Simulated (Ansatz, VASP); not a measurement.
WC in VASP and in Ansatz

File INCAR:

```
PREC = Accurate
ENCUT = 520
EDIFF = 1E-6
ISMEAR = -1
SIGMA = 0.03
LREAL = False
LASPH = True
NELM = 60
ALGO = Normal
ISIF = 2
LWAVE = False
LCHARG = False
GGA = PS
NBANDS = 16
```

The input KPOINTS:

```
Automatic mesh
0
Gamma
  6 6 5
```

Contents of POSCAR:

```
WC
1.0
    2.9065000000      0.0000000000      0.0000000000
   -1.4532500000      2.5171028361      0.0000000000
    0.0000000000      0.0000000000      2.8366000000
W C
1 1
Direct
    0.0000000000      0.0000000000      0.0000000000
    0.6666666667      0.3333333333      0.5000000000
```

File input.yaml:

```yaml
crystal:
  lattice:
    - [2.9065, 0.0, 0.0]
    - [-1.45325, 2.5171028361, 0.0]
    - [0.0, 0.0, 2.8366]
  atoms:
    - { symbol: W, position: [0.0, 0.0, 0.0] }
    - { symbol: C, position: [0.6666666667, 0.3333333333, 0.5] }
kpoints:
  mp_grid: { grid: [6, 6, 5] }
scf:
  occupations: { method: fermi_dirac, width: 0.03 }
hamiltonian:
  xc: pbesol
  pseudopotentials: { kind: all_electron, lapw: { basis_error: 0.001 } }
output:
  forces: true
  stress: true
  eigenvalues: true
```

Alike in both runs: task single point; functional PBEsol; k mesh 6 × 6 × 5; occupations fermi-dirac, width 0.03 eV; no spin polarisation.

|  | VASP | Ansatz |
| --- | --- | --- |
| version | VASP 6.6.1 | Ansatz 0.2.0 |
| potentials or method | VASP PAW PBE potentials, release 64 (W_sv, C), cutoff 520 eV | all-electron LAPW, scalar-relativistic |

Ansatz gave:

```
gap on the k mesh at the Fermi level (eV)                     : none
pressure (GPa)                                                : -3.1
traceless stress, the component that is largest in VASP (GPa) : -2.60
```

Question: Estimate VASP's values.

Answer: gap on the k mesh at the Fermi level (eV): none; pressure (GPa): -2.0; traceless stress, the component that is largest in VASP (GPa): -2.33.

VASP's potentials were made for PBE, not for PBEsol. A gap of «none» marks a metal or a gap that the smearing closes. Ansatz ran all-electron here, and VASP with PAW potentials.

The k mesh is coarse, so the values compare programs but aren't converged. Spin-orbit coupling is off throughout. Noted on Ansatz's run: the k mesh is thin for a metal, which can move the energy by tens of meV per atom.
